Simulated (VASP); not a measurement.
# Zn (Im-3m) in VASP: notebook, part 2 of 2

VASP 6.6.1. The steps go on from the part before.

### 5 Density of states, PBEsol

POSCAR

```
Zn
1.0
   -1.5690370000      1.5690370000      1.5690370000
    1.5690370000     -1.5690370000      1.5690370000
    1.5690370000      1.5690370000     -1.5690370000
Zn
1
Direct
    0.0000000000      0.0000000000      0.0000000000
```

INCAR.step1

```
SYSTEM = Zn
PREC     = Accurate       ! precision mode
ENCUT    = 520            ! plane-wave cutoff, eV
EDIFF    = 1E-7           ! SCF threshold, eV
ISMEAR   = -1             ! smearing method
SIGMA    = 0.05           ! smearing width, eV
LREAL    = .False.        ! projectors in reciprocal space
LASPH    = .True.         ! aspherical terms in the spheres
NELM     = 60             ! most SCF steps
ALGO     = Normal         ! electronic algorithm
ISIF     = 2              ! what is computed and relaxed
LWAVE    = .False.        ! write WAVECAR
LCHARG   = .True.         ! write CHGCAR
GGA      = PS             ! functional
NBANDS   = 12             ! bands
```

KPOINTS.step1

```
Automatic mesh
0
Gamma
  7 7 7
  0 0 0
```

INCAR.step2

```
SYSTEM = Zn
PREC     = Accurate       ! precision mode
ENCUT    = 520            ! plane-wave cutoff, eV
EDIFF    = 1E-7           ! SCF threshold, eV
ISMEAR   = -5             ! smearing method
SIGMA    = 0.05           ! smearing width, eV
LREAL    = .False.        ! projectors in reciprocal space
LASPH    = .True.         ! aspherical terms in the spheres
NELM     = 60             ! most SCF steps
ALGO     = Normal         ! electronic algorithm
ISIF     = 2              ! what is computed and relaxed
LWAVE    = .False.        ! write WAVECAR
LCHARG   = .False.        ! write CHGCAR
GGA      = PS             ! functional
LORBIT   = 10             ! projections on sites
NEDOS    = 1001           ! points of the DOS
ICHARG   = 11             ! starting density
```

KPOINTS.step2

```
Automatic mesh
0
Gamma
  11 11 11
  0 0 0
```

Potentials or basis: VASP PAW PBE potentials, release 64 (Zn).

Command:

```sh
> cat potpaw_PBE.64/Zn/POTCAR > POTCAR
> cp INCAR.step1 INCAR
> cp KPOINTS.step1 KPOINTS
> mpirun -np 1 vasp_std > vasp.out
> cp INCAR.step2 INCAR
> cp KPOINTS.step2 KPOINTS
> mpirun -np 1 vasp_std > vasp.out
```

OUTCAR:

```text
SYSTEM = Zn
   PREC = Accurate
   ENCUT = 520
   EDIFF = 1E-7
   ISMEAR = -5
   LREAL = .False.
   LASPH = .True.
   NELM = 60
   ISIF = 2
   GGA = PS
   LORBIT = 10
   ICHARG = 11

 ion  position               nearest neighbor table
   1  0.000  0.000  0.000-

  LATTYP: Found a body centered cubic cell.
 ALAT       =     3.1380740000

  Lattice vectors:

 A1 = (  -1.5690370000,   1.5690370000,   1.5690370000)
 A2 = (   1.5690370000,  -1.5690370000,   1.5690370000)
 A3 = (   1.5690370000,   1.5690370000,  -1.5690370000)

Analysis of symmetry for initial positions (statically):
=====================================================================
 Subroutine PRICEL returns:
 Original cell was already a primitive cell.

 Routine SETGRP: Setting up the symmetry group for a
 body centered cubic supercell.

 Subroutine GETGRP returns: Found 48 space group operations
 (whereof 48 operations were pure point group operations)
 out of a pool of 48 trial point group operations.

The static configuration has the point symmetry O_h .

Analysis of symmetry for dynamics (positions and initial velocities):
=====================================================================
 Subroutine PRICEL returns:
 Original cell was already a primitive cell.

 Routine SETGRP: Setting up the symmetry group for a
 body centered cubic supercell.

 Subroutine GETGRP returns: Found 48 space group operations
 (whereof 48 operations were pure point group operations)
 out of a pool of 48 trial point group operations.

The dynamic configuration has the point symmetry O_h .

 Subroutine INISYM returns: Found 48 space group operations
 (whereof 48 operations are pure point group operations),
 and found     1 'primitive' translations

----------------------------------------------------------------------------------------

                                     Primitive cell

  volume of cell :      15.4511

  direct lattice vectors                    reciprocal lattice vectors
    -1.569037000  1.569037000  1.569037000     0.000000000  0.318666800  0.318666800
     1.569037000 -1.569037000  1.569037000     0.318666800  0.000000000  0.318666800
     1.569037000  1.569037000 -1.569037000     0.318666800  0.318666800  0.000000000

  length of vectors
     2.717651803  2.717651803  2.717651803     0.450662911  0.450662911  0.450662911

  position of ions in fractional coordinates (direct lattice)
     0.000000000  0.000000000  0.000000000

  ion indices of the primitive-cell ions
   primitive index   ion index
                 1           1

----------------------------------------------------------------------------------------

 KPOINTS: Automatic mesh

Automatic generation of k-mesh.
 Grid dimensions read from file:
 generate k-points for:   11   11   11

 Generating k-lattice:

  Cartesian coordinates                     Fractional coordinates (reciprocal lattice)
     0.000000000  0.028969709  0.028969709     0.090909091  0.000000000  0.000000000
     0.028969709  0.000000000  0.028969709     0.000000000  0.090909091  0.000000000
     0.028969709  0.028969709  0.000000000     0.000000000  0.000000000  0.090909091

  Length of vectors
     0.040969356  0.040969356  0.040969356

  Shift w.r.t. Gamma in fractional coordinates (k-lattice)
     0.000000000  0.000000000  0.000000000

 TETIRR: Found   1471 inequivalent tetrahedra from     7986

 Subroutine IBZKPT returns following result:
 ===========================================

 Found     56 irreducible k-points:

 Following reciprocal coordinates:
            Coordinates               Weight
  0.000000  0.000000  0.000000      1.000000
  0.090909  0.000000  0.000000     12.000000
  0.181818  0.000000  0.000000     12.000000
  0.272727  0.000000  0.000000     12.000000
  0.363636  0.000000  0.000000     12.000000
  0.454545  0.000000  0.000000     12.000000
[... 16 lines left out ...]
  0.272727  0.181818  0.090909     48.000000
  0.363636  0.181818  0.090909     24.000000
 [... further k-points ...]
   k-points           NKPTS =     56   k-points in BZ     NKDIM =     56   number of bands    NBANDS=     10
   number of dos      NEDOS =   1001   number of ions     NIONS =      1
   total plane-waves  NPLWV =   8000
   dimension x,y,z NGX =    20 NGY =   20 NGZ =   20
   dimension x,y,z NGXF=    40 NGYF=   40 NGZF=   40
   ions per type =               1
   NGX,Y,Z   is equivalent  to a cutoff of  12.23, 12.23, 12.23 a.u.
   NGXF,Y,Z  is equivalent  to a cutoff of  24.47, 24.47, 24.47 a.u.
 SYSTEM =  Zn
   PREC   = accura    normal or accurate (medium, high low for compatibility)
   ISTART =      0    job   : 0-new  1-cont  2-samecut
   ICHARG =     11    charge: 1-file 2-atom 10-const
   ISPIN  =      1    spin polarized calculation?
   LNONCOLLINEAR =      F non collinear calculations
   LSORBIT =      F    spin-orbit coupling
   LASPH  =      T    aspherical Exc in radial PAW
   ENCUT  =  520.0 eV  38.22 Ry    6.18 a.u.   5.05  5.05  5.05*2*pi/ulx,y,z
   NELM   =     60;   NELMIN=  2; NELMDL=  0     # of ELM steps
   EDIFF  = 0.1E-06   stopping-criterion for ELM
   LREAL  =      F    real-space projection
   EDIFFG = 0.1E-05   stopping-criterion for IOM
   NSW    =      0    number of steps for IOM
   IBRION =     -1    ionic relax: 0-MD 1-quasi-New 2-CG
   NFREE  =      0    steps in history (QN), initial steepest desc. (CG)
   ISIF   =      2    stress and relaxation
   ISYM   =      2    0-nonsym 1-usesym 2-fastsym
   POTIM  = 0.5000    time-step for ionic-motion
   TEBEG  =    0.0;   TEEND  =   0.0 temperature during run
   PSTRESS=    0.0 pullay stress
   NELECT =      12.0000    total number of electrons
   NUPDOWN=      -1.0000    fix difference up-down
   EMIN   =  10.00;   EMAX   =-10.00  energy-range for DOS
   EFERMI =   0.00;   METHOD = LEGACY
   ISMEAR =    -5;   SIGMA  =   0.05  broadening in eV -4-tet -1-fermi 0-gaus
   EFERMI_NEDOS =   21; number of points for ismear=-14 and -15
   IALGO  =     38    algorithm
   IMIX   =      4    mixing-type and parameters
     AMIX     =   0.40;   BMIX     =  1.00
     AMIX_MAG =   1.60;   BMIX_MAG =  1.00
  volume/ion in A,a.u.               =      15.45       104.27
  Fermi-wavevector in a.u.,A,eV,Ry     =   1.504811  2.843681 30.809811  2.264457
  Thomas-Fermi vector in A             =   2.615742
   LORBIT       =     10    0 simple, 1 ext, 2 COOP (PROOUT), +10 PAW based schemes
   GGA     = PS    functional components
   LHFCALC =     F    Hartree Fock is set to
   AEXX    =    0.0000 exact exchange contribution
   IVDW    =     0    specifies the selected vdW correction
   LEPSILON=     F    determine dielectric tensor
   LRPA    =     F    only Hartree local field effects (RPA)
 non-spin polarized calculation
 Fermi weights with tetrahedron method with Bloechl corrections
  energy-cutoff  :      520.00
  volume of cell :       15.45
 maximum number of plane-waves:       429

 number of electron      12.0000023 magnetization

 Free energy of the ion-electron system (eV)
  ---------------------------------------------------
  ext. energy  EPLUGINS =         0.00000000
  ---------------------------------------------------
  free energy    TOTEN  =        -1.47914753 eV

  energy without entropy =       -1.47914753  energy(sigma->0) =       -1.47914753

 E-fermi :   3.1125     XC(G=0): -11.6326

 val. band max:        3.8213139192   @ k =  -0.3636  -0.3636   0.0909
 cond. band min:       2.7490377663   @ k =   0.3636   0.1818   0.0909
 fundamental gap:     -1.0722761528
 Fermi energy:         3.1124743283

 k-point     1 :       0.0000    0.0000    0.0000
  band No.  band energies     occupation
      1      -7.4375      2.00000
      2      -4.8148      2.00000
      3      -4.8148      2.00000
      4      -4.8148      2.00000
      5      -4.3185      2.00000
      6      -4.3185      2.00000
      7      21.8416      0.00000
      8      21.8416      0.00000
      9      21.8416      0.00000
     10      23.6359      0.00000
[... 287 lines left out ...]
 k-point    24 :       0.3636    0.1818    0.0909
  band No.  band energies     occupation
      1      -5.1793      2.00000
      2      -5.0483      2.00000
      3      -4.5120      2.00000
      4      -4.3097      2.00000
      5      -4.2694      2.00000
      6       2.0347      1.99836
      7       2.7490      0.60354
      8       7.9981      0.00000
      9      10.8092      0.00000
     10      25.1131      0.00000

 [... further k-points ...]

------------------------ aborting loop because EDIFF is reached ----------------------------------------

  FORCE on cell =-STRESS in cart. coord.  units (eV):
  Direction    XX          YY          ZZ          XY          YZ          ZX
  --------------------------------------------------------------------------------------
  -------------------------------------------------------------------------------------
  Total       -0.8607473     -0.8607473     -0.8607473      0.0000000     -0.0000000     -0.0000000
  in kB      -89.2537981    -89.2537981    -89.2537981      0.0000000     -0.0000000     -0.0000000
  external PRESSURE =     -89.2537981 kB  Pullay stress =       0.0000000 kB

 VOLUME and BASIS-vectors are now :
 -----------------------------------------------------------------------------
  energy-cutoff  :      520.00
  volume of cell :       15.45
      direct lattice vectors                 reciprocal lattice vectors
    -1.569037000  1.569037000  1.569037000     0.000000000  0.318666800  0.318666800
     1.569037000 -1.569037000  1.569037000     0.318666800  0.000000000  0.318666800
     1.569037000  1.569037000 -1.569037000     0.318666800  0.318666800  0.000000000

 POSITION                                       TOTAL-FORCE (eV/Angst)
 -----------------------------------------------------------------------------------
      0.00000      0.00000      0.00000         0.000000      0.000000      0.000000
 -----------------------------------------------------------------------------------
    total drift:                               -0.000000      0.000000      0.000000

  FREE ENERGIE OF THE ION-ELECTRON SYSTEM (eV)
  ---------------------------------------------------
  free  energy   TOTEN  =        -1.4791475270 eV

  energy  without entropy=       -1.4791475270  energy(sigma->0) =       -1.47914753

 total charge

# of ion       s       p       d       tot
------------------------------------------
    1        0.588   0.418   9.725  10.732
```

Wall time 4.5 s (1 thread of Intel Xeon 6975P-C (Granite Rapids), shared host); peak memory 0.12 GiB.

Results:

* Valence electrons inside the program's atomic spheres: Zn 10.73

Levels at points of the mesh, in eV from the Fermi level:
```csv
k point,band 3,band 4,band 5,band 6,band 7,band 8,band 9,band 10
"(0.00, 0.00, 0.00)",-7.93,-7.93,-7.43,-7.43,18.73,18.73,18.73,20.52
```

Caveat: the k points lie up to 0.40 Å⁻¹ apart; the PAW data sets were made with another functional, which shifts forces and pressure a little; tetrahedron occupations give inexact forces and stress in metals.
